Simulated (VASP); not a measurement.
Al2Cu: relaxation of cell and atoms with PBE

Crystal: Al2Cu.

```
CELL_PARAMETERS angstrom
2.01711 -1.94515 0.00000
2.01711 1.94515 0.00000
-1.00560 0.00000 5.78088
ATOMIC_POSITIONS crystal
Al 0.10380 0.10380 0.29605
Al 0.89620 0.89620 0.70395
Cu 0.50000 0.50000 0.00000
```

The cell was generated, and may not be a known phase.

```
Program                : VASP 6.6.1
Task                   : relaxation of cell and atoms
Functional             : PBE
Potentials or basis    : VASP PAW PBE potentials, release 64 (Al, Cu)
Cutoff                 : 600 eV
k mesh                 : 12 × 12 × 6
Occupations            : gaussian, width 0.1 eV
Spin                   : no spin polarisation
Dipole correction      : no
Further INCAR settings : ALGO = Fast; EDIFF = 1e-06; IBRION = 2; EDIFFG = -0.01; NSW = 100; ISIF = 3
```

- Relaxed volume: 15.74 Å³/atom
- Relaxed cell: a = 2.844 Å, b = 2.844 Å, c = 5.839 Å, α = 90.14°, β = 90.14°, γ = 90.05°
- Space group after relaxing (to 0.1 Å): P4/mmm (No. 123)
- Energy gained by relaxing: 12.1 meV/atom
- Ionic steps: 71
- Pressure after relaxing: 0.0 GPa
- Largest force after relaxing: 0.005 eV/Å
- Band gap on the k mesh: zero (an odd number of electrons rules out a gap without spin polarisation)

Forces in eV/Å, atoms in the order of the input:
```
Al  -0.003  0.000  0.004
Al   0.003  0.000 -0.004
Cu   0.000  0.000  0.000
```

Stress tensor (GPa, compression positive):
```
 0.03  0.00  0.02
 0.00 -0.06  0.00
 0.02  0.00 -0.04
```

The path:
```
step  energy change (eV)  largest force (eV/Å)  pressure (GPa)  volume (Å³)
   1              0.0000                0.0536            0.16        45.36
   3             -0.0018                0.0451           -0.23        45.54
   5             -0.0021                0.0320            0.03        45.36
   7             -0.0021                0.0306            0.21        45.30
   9             -0.0022                0.0316            0.00        45.33
  11             -0.0023                0.0303           -0.15        45.45
  13             -0.0023                0.0304           -0.22        45.45
  15             -0.0024                0.0281           -0.21        45.43
  17             -0.0033                0.0193            0.24        45.33
  19             -0.0033                0.0233            0.59        45.30
  21             -0.0034                0.0231            0.46        45.30
  23             -0.0037                0.0244            0.62        45.31
  25             -0.0048                0.0343            0.68        45.36
  27             -0.0067                0.0641            1.13        45.48
  29             -0.0139                0.0877            0.74        45.99
  31             -0.0070                0.5058           -0.23        47.93
  33             -0.0226                0.1910           -0.08        47.06
  35             -0.0292                0.0923           -0.53        47.55
  37             -0.0309                0.0759           -0.27        47.31
  39             -0.0334                0.0349            0.31        46.95
  41             -0.0336                0.0531           -0.02        47.06
  43             -0.0343                0.0420            0.02        47.18
  45             -0.0347                0.0298           -0.20        47.26
  47             -0.0348                0.0300            0.17        47.21
  49             -0.0349                0.0270           -0.14        47.28
  51             -0.0349                0.0322           -0.25        47.36
  53             -0.0351                0.0392           -0.25        47.34
  55             -0.0353                0.0489            0.03        47.32
  57             -0.0360                0.0124           -0.18        47.38
  59             -0.0361                0.0190           -0.44        47.41
  61             -0.0363                0.0195           -0.38        47.34
  63             -0.0363                0.0202           -0.20        47.27
  65             -0.0363                0.0204            0.20        47.24
  67             -0.0363                0.0202           -0.08        47.26
  69             -0.0364                0.0041            0.08        47.24
  71             -0.0364                0.0052           -0.02        47.23
```

Final structure:
```
CELL_PARAMETERS angstrom
2.00289 -2.01184 0.17089
2.00289 2.01184 0.17089
-0.51587 0.00000 5.81637
ATOMIC_POSITIONS crystal
Al 0.00225 0.00225 0.27718
Al 0.99775 0.99775 0.72282
Cu 0.50000 0.50000 0.00000
```

Levels at points of the mesh, in eV from the Fermi level:
```
           k point  band 4  band 5  band 6  band 7  band 8  band 9  band 10  band 11  band 12
(0.00, 0.00, 0.00)   -4.51   -3.72   -3.72   -3.51   -3.37    5.99     6.60     6.60     6.98
(0.50, 0.00, 0.00)   -4.22   -3.81   -3.63   -2.67   -2.25   -2.01     0.03     0.78     8.81
(0.50, 0.50, 0.00)   -3.84   -3.00   -2.08   -2.07   -0.39    0.95     2.64     2.65     3.07
(0.00, 0.00, 0.50)   -4.50   -3.72   -3.72   -3.37   -1.27    0.85     7.18     7.18     7.51
(0.50, 0.00, 0.50)   -4.10   -3.92   -3.81   -3.63   -3.18   -2.38     3.72     3.78     4.15
(0.50, 0.50, 0.50)   -3.80   -3.00   -1.47   -1.46   -0.43    0.34     0.35     1.58     1.66
```

Run time: 27 min on 1 thread of Intel(R) Xeon(R) 6975P-C (Granite Rapids) (shared host), peak memory 0.37 GiB.
